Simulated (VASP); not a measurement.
# Ti in VASP: single point with PBE+D3(BJ)

Aim: the single point of Ti with PBE+D3(BJ).

All numbers are computed with VASP 6.6.1; they aren't measurements. Logs are shortened: lines on timing, memory, paths and dates and some standing lists are left out, and cuts for length are marked.

## Step 1: The cell of the first run

The cell holds a slab with vacuum, 16 atoms: a = 5.710 Å, b = 5.710 Å, c = 22.057 Å, α = 90.00°, β = 90.00°, γ = 90.00°.

## Step 2: Single point, PBE+D3(BJ)

Contents of INCAR:

```
SYSTEM = Ti
PREC     = Accurate       ! precision mode
ENCUT    = 520            ! plane-wave cutoff, eV
EDIFF    = 1E-6           ! SCF threshold, eV
ISMEAR   = 0              ! smearing method
SIGMA    = 0.1            ! smearing width, eV
LREAL    = Auto         
LASPH    = .True.         ! aspherical terms in the spheres
NELM     = 80             ! most SCF steps
ALGO     = Normal         ! electronic algorithm
ISIF     = 2              ! what is computed and relaxed
LWAVE    = .False.        ! write WAVECAR
LCHARG   = .True.         ! write CHGCAR
LDIPOL   = .True.       
IDIPOL   = 3            
DIPOL    = 0.5 0.5 0.501
GGA      = PE             ! functional
IVDW     = 12             ! dispersion correction
LELF     = .True.         ! ELF
LVHAR    = .True.       
LVACPOTAV= .True.       
NBANDS   = 110            ! bands
```

Contents of KPOINTS:

```
regular mesh
0
Gamma
  4 4 1
  0 0 0
```

Contents of POSCAR:

```
Ti
1.0
    5.7102790035      0.0000000000      0.0000000000
    0.0000000000      5.7102790035      0.0000000000
    0.0000000000      0.0000000000     22.0566655087
Ti
16
Direct
    0.2500000000      0.2500000000      0.3627021499
    0.2500000000      0.7500000000      0.3627021499
    0.7500000000      0.2500000000      0.3627021499
    0.7500000000      0.7500000000      0.3627021499
    0.5000000000      0.5000000000      0.4542340500
    0.5000000000      0.0000000000      0.4542340500
    0.0000000000      0.5000000000      0.4542340500
    0.0000000000      0.0000000000      0.4542340500
    0.7500000000      0.7500000000      0.5504921745
    0.7500000000      0.2500000000      0.5504921745
    0.2500000000      0.7500000000      0.5504921745
    0.2500000000      0.2500000000      0.5504921745
    0.0000000000      0.0000000000      0.6370603419
    0.0000000000      0.5000000000      0.6370603419
    0.5000000000      0.0000000000      0.6370603419
    0.5000000000      0.5000000000      0.6370603419
```

Potentials or basis: VASP PAW PBE potentials, release 64 (Ti_sv).

Command:

```sh
$ cat potpaw_PBE.64/Ti_sv/POTCAR > POTCAR
$ mpirun -np 1 vasp_std > vasp.out
```

OUTCAR:

```text
SYSTEM = Ti
   PREC = Accurate
   ENCUT = 520
   EDIFF = 1E-6
   ISMEAR = 0
   LREAL = Auto
   LASPH = .True.
   NELM = 80
   ISIF = 2
   GGA = PE
   IVDW = 12
 IVDW          = 12

 ion  position               nearest neighbor table
   1  0.250  0.250  0.363-   2 2.86   3 2.86   2 2.86   3 2.86   7 2.86   8 2.86   5 2.86   6 2.86

   2  0.250  0.750  0.363-   1 2.86   4 2.86   1 2.86   4 2.86   7 2.86   8 2.86   5 2.86   6 2.86

   3  0.750  0.250  0.363-   1 2.86   4 2.86   4 2.86   1 2.86   7 2.86   8 2.86   5 2.86   6 2.86
[... 33 lines left out ...]
 A1 = (   5.7102790035,   0.0000000000,   0.0000000000)
 A2 = (   0.0000000000,   5.7102790035,   0.0000000000)
 A3 = (   0.0000000000,   0.0000000000,  22.0566655087)

Analysis of symmetry for initial positions (statically):
=====================================================================
 Subroutine PRICEL returns following result:

  LATTYP: Found a simple tetragonal cell.
 ALAT       =     2.8551395018
 C/A-ratio  =     7.7252496753

  Lattice vectors:

 A1 = (   2.8551395018,   0.0000000000,   0.0000000000)
 A2 = (   0.0000000000,   2.8551395018,   0.0000000000)
 A3 = (   0.0000000000,   0.0000000000,  22.0566655087)

   4 primitive cells build up your supercell.

 Routine SETGRP: Setting up the symmetry group for a
 simple tetragonal supercell.

 Subroutine GETGRP returns: Found  8 space group operations
 (whereof  8 operations were pure point group operations)
 out of a pool of 16 trial point group operations.

The static configuration has the point symmetry C_4v.

Analysis of symmetry for dynamics (positions and initial velocities):
=====================================================================
 Subroutine PRICEL returns following result:

  LATTYP: Found a simple tetragonal cell.
 ALAT       =     2.8551395018
 C/A-ratio  =     7.7252496753

  Lattice vectors:

 A1 = (   2.8551395018,   0.0000000000,   0.0000000000)
 A2 = (   0.0000000000,   2.8551395018,   0.0000000000)
 A3 = (   0.0000000000,   0.0000000000,  22.0566655087)

   4 primitive cells build up your supercell.

 Routine SETGRP: Setting up the symmetry group for a
 simple tetragonal supercell.

 Subroutine GETGRP returns: Found  8 space group operations
 (whereof  8 operations were pure point group operations)
 out of a pool of 16 trial point group operations.

The dynamic configuration has the point symmetry C_4v.
[... 90 lines left out ...]
   ISIF   =      2    stress and relaxation
   ISYM   =      2    0-nonsym 1-usesym 2-fastsym
   POTIM  = 0.5000    time-step for ionic-motion
   TEBEG  =    0.0;   TEEND  =   0.0 temperature during run
   PSTRESS=    0.0 pullay stress
   NELECT =     192.0000    total number of electrons
   NUPDOWN=      -1.0000    fix difference up-down
   EMIN   =  10.00;   EMAX   =-10.00  energy-range for DOS
   EFERMI =   0.00;   METHOD = LEGACY
   ISMEAR =     0;   SIGMA  =   0.10  broadening in eV -4-tet -1-fermi 0-gaus
   EFERMI_NEDOS =   21; number of points for ismear=-14 and -15
   IALGO  =     38    algorithm
   IMIX   =      4    mixing-type and parameters
     AMIX     =   0.40;   BMIX     =  1.00
     AMIX_MAG =   1.60;   BMIX_MAG =  1.00
  volume/ion in A,a.u.               =      44.95       303.34
  Fermi-wavevector in a.u.,A,eV,Ry     =   1.054121  1.992000 15.118396  1.111171
  Thomas-Fermi vector in A             =   2.189269
   LORBIT       =      0    0 simple, 1 ext, 2 COOP (PROOUT), +10 PAW based schemes
   GGA     = PE    functional components
   LHFCALC =     F    Hartree Fock is set to
   AEXX    =    0.0000 exact exchange contribution
   IVDW    =    12    specifies the selected vdW correction
   LEPSILON=     F    determine dielectric tensor
   LRPA    =     F    only Hartree local field effects (RPA)
 non-spin polarized calculation
 Gauss-broadening in eV      SIGMA  =   0.10
  energy-cutoff  :      520.00
  volume of cell :      719.21
 maximum number of plane-waves:     19382
   NGX = 21   NGY = 21   NGZ = 83

 dipolmoment           0.000000      0.000000     -0.000506 electrons x Angstroem

 number of electron     192.0000080 magnetization

 dipolmoment           0.000000      0.000000      0.003790 electrons x Angstroem

 Free energy of the ion-electron system (eV)
  ---------------------------------------------------
  ext. energy  EPLUGINS =         0.00000000
  ---------------------------------------------------
  free energy    TOTEN  =      -117.74012750 eV

  energy without entropy =     -117.52480507  energy(sigma->0) =     -117.63246629

 E-fermi :   0.8023     XC(G=0):  -5.3397

 val. band max:        0.7738929853   @ k =   0.5000   0.2500   0.0000
 cond. band min:       0.8119166097   @ k =   0.2500   0.0000   0.0000
 fundamental gap:      0.0380236244
 Fermi energy:         0.8022939573

 k-point     1 :       0.0000    0.0000    0.0000
  band No.  band energies     occupation
      1     -56.0359      2.00000
      2     -56.0143      2.00000
      3     -55.9763      2.00000
      4     -55.9763      2.00000
      5     -55.9477      2.00000
      6     -55.9477      2.00000
[... 655 lines left out ...]
    107       1.6855      0.00000
    108       1.6859      0.00000
 [bands above 108 left out]

------------------------ aborting loop because EDIFF is reached ----------------------------------------

 Edisp (eV)   -7.11910

 E8    (eV) :    -3.5112

  FORCE on cell =-STRESS in cart. coord.  units (eV):
  Direction    XX          YY          ZZ          XY          YZ          ZX
  --------------------------------------------------------------------------------------
  -------------------------------------------------------------------------------------
  Total     -11.46646   -11.46646    -4.68682     0.00000    -0.00000    -0.00000
  in kB     -25.54381   -25.54381   -10.44080     0.00000    -0.00000    -0.00000
  external pressure =      -20.51 kB  Pullay stress =        0.00 kB

 VOLUME and BASIS-vectors are now :
 -----------------------------------------------------------------------------
  energy-cutoff  :      520.00
  volume of cell :      719.21
      direct lattice vectors                 reciprocal lattice vectors
     5.710279004  0.000000000  0.000000000     0.175122792  0.000000000  0.000000000
     0.000000000  5.710279004  0.000000000     0.000000000  0.175122792  0.000000000
     0.000000000  0.000000000 22.056665509     0.000000000  0.000000000  0.045337769

 POSITION                                       TOTAL-FORCE (eV/Angst)
 -----------------------------------------------------------------------------------
      1.42757      1.42757      8.00000         0.000000      0.000000      0.497265
      1.42757      4.28271      8.00000         0.000000      0.000000      0.497265
      4.28271      1.42757      8.00000         0.000000     -0.000000      0.497265
      4.28271      4.28271      8.00000         0.000000     -0.000000      0.497265
      2.85514      2.85514     10.01889        -0.000000     -0.000000     -0.488570
      2.85514      0.00000     10.01889        -0.000000     -0.000000     -0.488570
[... 8 lines left out ...]
      2.85514      0.00000     14.05143        -0.000000      0.000000     -0.021353
      2.85514      2.85514     14.05143        -0.000000      0.000000     -0.021353
 -----------------------------------------------------------------------------------
    total drift:                                0.000000      0.000000     -0.155172

  FREE ENERGIE OF THE ION-ELECTRON SYSTEM (eV)
  ---------------------------------------------------
  free  energy   TOTEN  =      -124.8592263962 eV

  energy  without entropy=     -124.6439039660  energy(sigma->0) =     -124.75156518

 vacuum level on the upper side and lower side of the slab         4.922         4.902
```

OSZICAR:

```text
N       E                     dE             d eps       ncg     rms          rms(c)
DAV:   1     0.256010170074E+04    0.25601E+04   -0.10460E+05  1504   0.179E+03
DAV:   2     0.245049634229E+03   -0.23151E+04   -0.22804E+04  1334   0.585E+02
DAV:   3    -0.635904458395E+02   -0.30864E+03   -0.29811E+03  2058   0.186E+02
DAV:   4    -0.136421322449E+03   -0.72831E+02   -0.72024E+02  1976   0.705E+01
[... 29 lines left out ...]
DAV:  34    -0.117740122229E+03   -0.69209E-05   -0.20102E-06   912   0.418E-03    0.583E-03
DAV:  35    -0.117740124752E+03   -0.25238E-05   -0.94969E-07   880   0.273E-03    0.308E-03
DAV:  36    -0.117740126151E+03   -0.13986E-05   -0.66954E-07   832   0.284E-03    0.129E-03
DAV:  37    -0.117740127324E+03   -0.11734E-05   -0.54398E-07   832   0.239E-03    0.192E-03
DAV:  38    -0.117740127503E+03   -0.17839E-06   -0.21370E-07   792   0.192E-03
   1 F= -.12485923E+03 E0= -.12475157E+03  d E =-.215322E+00
```

Wall time 51 min (1 thread of Intel Xeon 8259CL, shared host); peak memory 0.76 GiB.

What came out:

| Item | Value |
| --- | --- |
| Free energy | -124.8592 eV |
| Largest force | 0.497 eV/Å |
| Band gap on the k mesh | zero (bands 96 and 97 overlap by 0.46 eV) |
| Dispersion energy per atom | -0.445 eV |

Forces in eV/Å, atoms in the order of the input:
```
Ti   0.000  0.000  0.497
Ti   0.000  0.000  0.497
Ti   0.000  0.000  0.497
Ti   0.000  0.000  0.497
Ti   0.000  0.000 -0.489
Ti   0.000  0.000 -0.489
Ti   0.000  0.000 -0.489
Ti   0.000  0.000 -0.489
Ti   0.000  0.000  0.013
Ti   0.000  0.000  0.013
Ti   0.000  0.000  0.013
Ti   0.000  0.000  0.013
Ti   0.000  0.000 -0.021
Ti   0.000  0.000 -0.021
Ti   0.000  0.000 -0.021
Ti   0.000  0.000 -0.021
```

The gap in the log of VASP goes by the Fermi energy; the results here count the filled bands.